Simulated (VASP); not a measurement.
The system is AlNi.

```xyz
2
Lattice="2.8810 0.0000 0.0000 0.0000 2.8810 0.0000 0.0000 0.0000 2.8810" Properties=species:S:1:pos:R:3 pbc="T T T"
Al    0.0000    0.0000    0.0000
Ni    1.4405    1.4405    1.4405
```

- Program: VASP 6.6.1
- Task: relaxation of cell and atoms
- Functional: r2SCAN
- Potentials or basis: VASP PAW PBE potentials, release 64 (Al, Ni)
- Cutoff: 600 eV
- k mesh: 14 × 14 × 14
- Occupations: gaussian, width 0.1 eV
- Spin: no spin polarisation

At the start: pressure -3.5 GPa; volume 11.96 Å³/atom.

**Question.** How do energy, volume and symmetry change on relaxing?

**Answer.** Over 12 steps the energy falls by 2.6 meV/atom and the volume is 11.72 Å³/atom (-2.0 %); space group Pm-3m (No. 221, to 0.1 Å) before and after.

Step by step:
```csv
step,energy change (eV),largest force (eV/Å),pressure (GPa),volume (Å³)
1,0.0000,0.0000,-3.52,23.91
2,-0.0009,0.0000,3.39,23.01
3,-0.0052,0.0000,0.08,23.44
4,-0.0052,0.0000,-0.09,23.45
5,-0.0052,0.0000,0.18,23.45
6,-0.0052,0.0000,-0.23,23.45
7,-0.0052,0.0000,-0.08,23.45
8,-0.0052,0.0000,-0.08,23.45
9,-0.0052,0.0000,-0.08,23.45
10,-0.0052,0.0000,-0.08,23.45
11,-0.0052,0.0000,-0.08,23.45
12,-0.0052,0.0000,-0.07,23.45
```

Final structure:
```yaml
crystal:
  lattice:
    - [2.86214, 0.00000, 0.00000]
    - [0.00000, 2.86214, 0.00000]
    - [0.00000, 0.00000, 2.86214]
  atoms:
    - { symbol: Al, position: [0.00000, 0.00000, 0.00000] }
    - { symbol: Ni, position: [0.50000, 0.50000, 0.50000] }
```

Caveat: the PAW data sets were made with another functional, which shifts forces and pressure a little.
